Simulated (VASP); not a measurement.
# Sb in VASP: notebook

Runs on Sb. Level: PBE. Tasks: single point.

Program: VASP 6.6.1. These are calculated values, not measurements. Logs are shortened: lines on timing, memory, paths and dates and some standing lists are left out, and cuts for length are marked.

## (1) The cell of the first run

Symmetry: Pmmm, No. 47, orthorhombic system. The conventional cell has a = 3.086 Å, b = 3.099 Å, c = 3.183 Å, α = 90.00°, β = 90.00°, γ = 90.00°. Within 4.1 Å of Sb (site symmetry mmm) lie 6 Sb at 3.09 to 3.18 Å.

The cell was built from a structure type or drawn by symmetry, and may not be a known phase.

## (2) Single point, PBE

Contents of INCAR:

```
SYSTEM = Sb
ALGO = Normal ; EDIFF = 1E-7
ENCUT = 520 ; GGA = PE
ISIF = 2 ; ISMEAR = 0
LASPH = .TRUE. ; LCHARG = .TRUE.
LELF = .TRUE. ; LREAL = .FALSE.
LVHAR = .TRUE. ; LWAVE = .FALSE.
NBANDS = 8 ; NELM = 60
PREC = Accurate ; SIGMA = 0.1
```

Contents of KPOINTS:

```
k-points
0
G
  6 6 6
  0 0 0
```

Contents of POSCAR:

```
Sb
1.0
    3.0861736129      0.0000000000      0.0000000000
    0.0000000000      3.0987784748      0.0000000000
    0.0000000000      0.0000000000      3.1827811338
Sb
1
Direct
    0.5000000000      0.5000000000      0.0000000000
```

Potentials or basis: VASP PAW PBE potentials, release 64 (Sb).

The run is started by

```bash
$ cat potpaw_PBE.64/Sb/POTCAR > POTCAR
$ mpirun -np 1 vasp_std > vasp.out
```

OUTCAR:

```text
SYSTEM = Sb
   EDIFF = 1E-7
   ENCUT = 520
   GGA = PE
   ISIF = 2
   ISMEAR = 0
   LASPH = .TRUE.
   LREAL = .FALSE.
   NELM = 60
   PREC = Accurate

 ion  position               nearest neighbor table
   1  0.500  0.500  0.000-

  LATTYP: Found a simple orthorhombic cell.
 ALAT       =     3.0861736129
 B/A-ratio  =     1.0040843010
 C/A-ratio  =     1.0313033332

  Lattice vectors:

 A1 = (   3.0861736129,   0.0000000000,   0.0000000000)
 A2 = (   0.0000000000,   3.0987784748,   0.0000000000)
 A3 = (   0.0000000000,   0.0000000000,   3.1827811338)

Analysis of symmetry for initial positions (statically):
=====================================================================
 Subroutine PRICEL returns:
 Original cell was already a primitive cell.

 Routine SETGRP: Setting up the symmetry group for a
 simple orthorhombic supercell.

 Subroutine GETGRP returns: Found  8 space group operations
 (whereof  8 operations were pure point group operations)
 out of a pool of  8 trial point group operations.

The static configuration has the point symmetry D_2h.

Analysis of symmetry for dynamics (positions and initial velocities):
=====================================================================
 Subroutine PRICEL returns:
 Original cell was already a primitive cell.

 Routine SETGRP: Setting up the symmetry group for a
 simple orthorhombic supercell.

 Subroutine GETGRP returns: Found  8 space group operations
 (whereof  8 operations were pure point group operations)
 out of a pool of  8 trial point group operations.

The dynamic configuration has the point symmetry D_2h.

 Subroutine INISYM returns: Found  8 space group operations
 (whereof  8 operations are pure point group operations),
 and found     1 'primitive' translations

----------------------------------------------------------------------------------------

                                     Primitive cell

  volume of cell :      30.4381

  direct lattice vectors                    reciprocal lattice vectors
     3.086173613  0.000000000  0.000000000     0.324025841  0.000000000  0.000000000
     0.000000000  3.098778475  0.000000000     0.000000000  0.322707805  0.000000000
     0.000000000  0.000000000  3.182781134     0.000000000  0.000000000  0.314190627

  length of vectors
     3.086173613  3.098778475  3.182781134     0.324025841  0.322707805  0.314190627

  position of ions in fractional coordinates (direct lattice)
     0.500000000  0.500000000  0.000000000

  ion indices of the primitive-cell ions
   primitive index   ion index
                 1           1

----------------------------------------------------------------------------------------

 KPOINTS: k-points

Automatic generation of k-mesh.
 Grid dimensions read from file:
 generate k-points for:    6    6    6

 Generating k-lattice:

  Cartesian coordinates                     Fractional coordinates (reciprocal lattice)
     0.054004307  0.000000000  0.000000000     0.166666667  0.000000000  0.000000000
     0.000000000  0.053784634  0.000000000     0.000000000  0.166666667  0.000000000
     0.000000000  0.000000000  0.052365104     0.000000000  0.000000000  0.166666667

  Length of vectors
     0.054004307  0.053784634  0.052365104

  Shift w.r.t. Gamma in fractional coordinates (k-lattice)
     0.000000000  0.000000000  0.000000000

 Subroutine IBZKPT returns following result:
 ===========================================

 Found     64 irreducible k-points:

 Following reciprocal coordinates:
            Coordinates               Weight
  0.000000  0.000000  0.000000      1.000000
  0.166667  0.000000  0.000000      2.000000
  0.333333  0.000000  0.000000      2.000000
  0.500000  0.000000  0.000000      1.000000
  0.000000  0.166667  0.000000      2.000000
  0.166667  0.166667  0.000000      4.000000
[... 16 lines left out ...]
  0.333333  0.166667  0.166667      8.000000
  0.500000  0.166667  0.166667      4.000000
 [... further k-points ...]
   k-points           NKPTS =     64   k-points in BZ     NKDIM =     64   number of bands    NBANDS=      8
   number of dos      NEDOS =    301   number of ions     NIONS =      1
   total plane-waves  NPLWV =  13824
   dimension x,y,z NGX =    24 NGY =   24 NGZ =   24
   dimension x,y,z NGXF=    48 NGYF=   48 NGZF=   48
   ions per type =               1
   NGX,Y,Z   is equivalent  to a cutoff of  12.93, 12.88, 12.54 a.u.
   NGXF,Y,Z  is equivalent  to a cutoff of  25.86, 25.75, 25.07 a.u.
 SYSTEM =  Sb
   PREC   = accura    normal or accurate (medium, high low for compatibility)
   ISTART =      0    job   : 0-new  1-cont  2-samecut
   ICHARG =      2    charge: 1-file 2-atom 10-const
   ISPIN  =      1    spin polarized calculation?
   LNONCOLLINEAR =      F non collinear calculations
   LSORBIT =      F    spin-orbit coupling
   LASPH  =      T    aspherical Exc in radial PAW
   ENCUT  =  520.0 eV  38.22 Ry    6.18 a.u.   5.74  5.76  5.92*2*pi/ulx,y,z
   NELM   =     60;   NELMIN=  2; NELMDL= -5     # of ELM steps
   EDIFF  = 0.1E-06   stopping-criterion for ELM
   LREAL  =      F    real-space projection
   EDIFFG = 0.1E-05   stopping-criterion for IOM
   NSW    =      0    number of steps for IOM
   IBRION =     -1    ionic relax: 0-MD 1-quasi-New 2-CG
   NFREE  =      0    steps in history (QN), initial steepest desc. (CG)
   ISIF   =      2    stress and relaxation
   ISYM   =      2    0-nonsym 1-usesym 2-fastsym
   POTIM  = 0.5000    time-step for ionic-motion
   TEBEG  =    0.0;   TEEND  =   0.0 temperature during run
   PSTRESS=    0.0 pullay stress
   NELECT =       5.0000    total number of electrons
   NUPDOWN=      -1.0000    fix difference up-down
   EMIN   =  10.00;   EMAX   =-10.00  energy-range for DOS
   EFERMI =   0.00;   METHOD = LEGACY
   ISMEAR =     0;   SIGMA  =   0.10  broadening in eV -4-tet -1-fermi 0-gaus
   EFERMI_NEDOS =   21; number of points for ismear=-14 and -15
   IALGO  =     38    algorithm
   IMIX   =      4    mixing-type and parameters
     AMIX     =   0.40;   BMIX     =  1.00
     AMIX_MAG =   1.60;   BMIX_MAG =  1.00
  volume/ion in A,a.u.               =      30.44       205.41
  Fermi-wavevector in a.u.,A,eV,Ry     =   0.896587  1.694303 10.937284  0.803868
  Thomas-Fermi vector in A             =   2.019064
   LORBIT       =      0    0 simple, 1 ext, 2 COOP (PROOUT), +10 PAW based schemes
   GGA     = PE    functional components
   LHFCALC =     F    Hartree Fock is set to
   AEXX    =    0.0000 exact exchange contribution
   IVDW    =     0    specifies the selected vdW correction
   LEPSILON=     F    determine dielectric tensor
   LRPA    =     F    only Hartree local field effects (RPA)
 non-spin polarized calculation
 Gauss-broadening in eV      SIGMA  =   0.10
  energy-cutoff  :      520.00
  volume of cell :       30.44
 maximum number of plane-waves:       848
 NGX is ok and might be reduce to    24

 number of electron       5.0000000 magnetization

 Free energy of the ion-electron system (eV)
  ---------------------------------------------------
  ext. energy  EPLUGINS =         0.00000000
  ---------------------------------------------------
  free energy    TOTEN  =        -4.12005340 eV

  energy without entropy =       -4.11615950  energy(sigma->0) =       -4.11810645

 E-fermi :   7.1038     XC(G=0):  -9.5315

 val. band max:        7.0519102133   @ k =   0.3333   0.3333   0.5000
 cond. band min:       7.1226885990   @ k =   0.1667   0.0000   0.0000
 fundamental gap:      0.0707783857
 Fermi energy:         7.1037972276

 k-point     1 :       0.0000    0.0000    0.0000
  band No.  band energies     occupation
      1      -5.3470      2.00000
      2       9.5904      0.00000
      3      10.3120      0.00000
      4      10.4284      0.00000
      5      13.5168      0.00000
      6      13.9684      0.00000
      7      15.1417      0.00000
      8      24.2745      0.00000

 k-point     2 :       0.1667    0.0000    0.0000
  band No.  band energies     occupation
      1      -4.9405      2.00000
      2       7.1227      0.78934
      3       9.9839      0.00000
      4      10.7086      0.00000
      5      13.8856      0.00000
      6      14.8348      0.00000
      7      18.3773      0.00000
      8      21.8511      0.00000

 k-point     3 :       0.3333    0.0000    0.0000
  band No.  band energies     occupation
      1      -3.8160      2.00000
      2       3.3175      2.00000
      3      10.9675      0.00000
      4      11.7002      0.00000
      5      14.8468      0.00000
      6      15.9109      0.00000
      7      19.0969      0.00000
      8      19.7231      0.00000

 k-point     4 :       0.5000    0.0000    0.0000
  band No.  band energies     occupation
      1      -2.8494      2.00000
      2       1.4123      2.00000
      3      11.6449      0.00000
      4      12.3842      0.00000
      5      15.8077      0.00000
      6      17.2025      0.00000
      7      17.8033      0.00000
      8      18.3264      0.00000

 k-point     5 :       0.0000    0.1667    0.0000
  band No.  band energies     occupation
      1      -4.9463      2.00000
      2       7.0495      1.55729
      3       9.9771      0.00000
      4      10.8186      0.00000
      5      13.8891      0.00000
      6      14.9268      0.00000
      7      18.2415      0.00000
      8      21.8072      0.00000
[... 177 lines left out ...]
 k-point    22 :       0.1667    0.1667    0.1667
  band No.  band energies     occupation
      1      -4.1758      2.00000
      2       7.3262      0.00166
      3       7.6392      0.00000
      4       8.1081      0.00000
      5      17.5230      0.00000
      6      18.1622      0.00000
      7      18.4014      0.00000
      8      19.0084      0.00000

 k-point    23 :       0.3333    0.1667    0.1667
  band No.  band energies     occupation
      1      -3.0465      2.00000
      2       4.0415      2.00000
      3       8.3502      0.00000
      4       8.9613      0.00000
      5      15.3471      0.00000
      6      16.0779      0.00000
      7      18.7812      0.00000
      8      19.5293      0.00000

 k-point    24 :       0.5000    0.1667    0.1667
  band No.  band energies     occupation
      1      -2.0692      2.00000
      2       2.1289      2.00000
      3       9.0834      0.00000
      4       9.8554      0.00000
      5      13.7303      0.00000
      6      14.6378      0.00000
      7      19.5088      0.00000
      8      20.3769      0.00000

 [... further k-points ...]

------------------------ aborting loop because EDIFF is reached ----------------------------------------

  FORCE on cell =-STRESS in cart. coord.  units (eV):
  Direction    XX          YY          ZZ          XY          YZ          ZX
  --------------------------------------------------------------------------------------
  -------------------------------------------------------------------------------------
  Total       -0.0001589     -0.0372519      0.0033600      0.0000000      0.0000000      0.0000000
  in kB       -0.0083663     -1.9608352      0.1768614      0.0000000      0.0000000      0.0000000
  external PRESSURE =      -0.5974467 kB  Pullay stress =       0.0000000 kB

 VOLUME and BASIS-vectors are now :
 -----------------------------------------------------------------------------
  energy-cutoff  :      520.00
  volume of cell :       30.44
      direct lattice vectors                 reciprocal lattice vectors
     3.086173613  0.000000000  0.000000000     0.324025841  0.000000000  0.000000000
     0.000000000  3.098778475  0.000000000     0.000000000  0.322707805  0.000000000
     0.000000000  0.000000000  3.182781134     0.000000000  0.000000000  0.314190627

 POSITION                                       TOTAL-FORCE (eV/Angst)
 -----------------------------------------------------------------------------------
      1.54309      1.54939      0.00000         0.000000      0.000000      0.000000
 -----------------------------------------------------------------------------------
    total drift:                               -0.000000     -0.000000     -0.000000

  FREE ENERGIE OF THE ION-ELECTRON SYSTEM (eV)
  ---------------------------------------------------
  free  energy   TOTEN  =        -4.1200534037 eV

  energy  without entropy=       -4.1161594963  energy(sigma->0) =       -4.11810645
```

It took 15 s on 1 thread of Intel Xeon 8259CL, shared host; peak memory 0.14 GiB.

What came out:

```
Free energy            : -4.1201 eV
Pressure               : -0.1 GPa
Band gap on the k mesh : zero (an odd number of electrons rules out a gap without spin polarisation)
```

Levels at points of the mesh, in eV from the Fermi level:
```
           k point  band 1  band 2  band 3  band 4  band 5  band 6
(0.00, 0.00, 0.00)  -12.45    2.49    3.21    3.32    6.41    6.86
(0.50, 0.00, 0.00)   -9.95   -5.69    4.54    5.28    8.70   10.10
(0.00, 0.50, 0.00)  -10.01   -5.68    4.50    5.36    8.69   10.13
(0.50, 0.50, 0.00)   -7.34   -3.64   -3.59    2.08    6.58   12.33
(0.00, 0.00, 0.50)  -10.34   -5.60    4.96    5.08    8.72   10.61
(0.50, 0.00, 0.50)   -7.71   -3.89   -3.47    2.03    7.06   12.53
(0.00, 0.50, 0.50)   -7.77   -3.87   -3.50    2.02    7.13   12.57
(0.50, 0.50, 0.50)   -4.84   -1.97   -1.90   -1.50    4.49    4.71
```

Caveat: spin-orbit coupling is left out, which moves the levels of the heavy elements.

## (3) Single point, PBE

This run uses another cell than the first one: it holds 4 atoms, not 1.

Contents of INCAR:

```
PREC = Accurate ; ENCUT = 520
EDIFF = 1E-6 ; ISMEAR = 0
SIGMA = 0.2 ; LREAL = F
LASPH = T ; NELM = 80
ALGO = Normal ; ISIF = 2
LWAVE = F ; LCHARG = F
GGA = PE ; NBANDS = 18
```

Contents of KPOINTS:

```
regular mesh
0
Gamma
  8 4 4
```

Contents of POSCAR:

```
Sb
1.0
    0.0068212833      3.1148599434     -0.0017800971
   -0.0348657551     -0.0040513348      6.2354358043
    6.2153995967      0.0139331112     -0.0347465991
Sb
4
Direct
    0.5006057640     -0.0009322448      0.2494980422
    0.5009630863      0.5008798449      0.2494886810
    0.4990510618      0.0005492456      0.7506090124
    0.4993800879      0.4995031542      0.7504042645
```

Potentials or basis: VASP PAW PBE potentials, release 64 (Sb).

The run is started by

```bash
$ cat potpaw_PBE.64/Sb/POTCAR > POTCAR
$ mpirun -np 1 vasp_std > vasp.out
```

Wall time 2.7 min (1 thread of Intel Xeon 8259CL, shared host); peak memory 0.29 GiB.

The run converged. Its results:

- Free energy: -16.3359 eV
- Pressure: 0.0 GPa
- Largest force: 0.007 eV/Å
- Band gap on the k mesh: zero (bands 10 and 11 overlap by 5.15 eV)

Forces on the atoms (eV/Å):
```
Sb   0.003 -0.001  0.007
Sb   0.004 -0.002 -0.006
Sb  -0.003  0.002 -0.004
Sb  -0.004  0.001  0.004
```

Stress tensor (GPa, compression positive):
```
 0.19  0.00  0.01
 0.00 -0.01  0.01
 0.01  0.01 -0.11
```

Levels at points of the mesh, in eV from the Fermi level:
```tsv
k point	band 7	band 8	band 9	band 10	band 11	band 12	band 13	band 14
(0.00, 0.00, 0.00)	-3.50	-3.37	2.27	3.24	3.27	3.34	5.22	5.23
(0.50, 0.00, 0.00)	-3.45	-3.43	-3.41	-1.63	-1.54	-1.49	2.27	2.27
(0.00, 0.50, 0.00)	-1.93	-1.91	0.24	0.26	4.07	4.08	4.14	4.15
(0.50, 0.50, 0.00)	-2.70	-2.69	-2.64	-2.63	0.22	0.23	2.41	2.43
(0.00, 0.00, 0.50)	-1.90	-1.87	0.23	0.27	4.05	4.07	4.08	4.10
(0.50, 0.00, 0.50)	-2.68	-2.66	-2.66	-2.64	0.25	0.28	2.40	2.45
(0.00, 0.50, 0.50)	-1.25	-1.21	-0.92	-0.90	-0.81	-0.79	4.88	4.89
(0.50, 0.50, 0.50)	-3.84	-3.82	0.61	0.65	0.70	0.74	1.47	1.48
```

Caveat: spin-orbit coupling is left out, which moves the levels of the heavy elements.
